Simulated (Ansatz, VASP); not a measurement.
**One calculation of Sn3Te, two programs**

File INCAR:

```
SYSTEM = Sn3Te
ALGO = Normal
EDIFF = 1E-6
ENCUT = 520
GGA = PE
ISIF = 2
ISMEAR = -1
LASPH = .TRUE.
LCHARG = .FALSE.
LREAL = .FALSE.
LWAVE = .FALSE.
NBANDS = 32
NELM = 80
PREC = Accurate
SIGMA = 0.1
```

KPOINTS

```
k-points
0
G
  5 5 5
  0 0 0
```

File POSCAR:

```
Sn3Te
1.0
    4.8247324870      0.0000000000      0.0000000000
    0.0000000000      4.8247324870      0.0000000000
    0.0000000000      0.0000000000      4.8247324870
Sn Te
3 1
Direct
    0.5000000000      0.5000000000      0.0000000000
    0.5000000000      0.0000000000      0.5000000000
    0.0000000000      0.5000000000      0.5000000000
    0.0000000000      0.0000000000      0.0000000000
```

Input for Ansatz:

```yaml
crystal:
  lattice:
    - [4.824732486983098, 0.0, 0.0]
    - [0.0, 4.824732486983098, 0.0]
    - [0.0, 0.0, 4.824732486983098]
  atoms:
    - { symbol: Sn, position: [0.5, 0.5, 0.0] }
    - { symbol: Sn, position: [0.5, 0.0, 0.5] }
    - { symbol: Sn, position: [0.0, 0.5, 0.5] }
    - { symbol: Te, position: [0.0, 0.0, 0.0] }
basis:
  ecutwfc: 500.0
kpoints:
  mp_grid:
    grid: [5, 5, 5]
scf:
  occupations:
    method: fermi_dirac
    width: 0.1
output:
  stress: true
```

Alike in both runs: task single point; functional PBE; k mesh 5 × 5 × 5; occupations fermi-dirac, width 0.1 eV; no spin polarisation.

```csv
,VASP,Ansatz
version,VASP 6.6.1,Ansatz 0.2.0
potentials or method,"VASP PAW PBE potentials, release 64 (Sn_d, Te), cutoff 520 eV","plane waves, PAW"
valence electrons in the cell,48,58
```

Ansatz gave:

```
pressure (GPa) : 1.8
```

**Question.** Which values does VASP return?

**Answer.** Pressure (GPa): 1.7.

VASP's potentials hold 48 valence electrons a cell and Ansatz's 58, so a difference there can come from the potentials and not from the codes.

Neither program's run includes spin-orbit coupling.
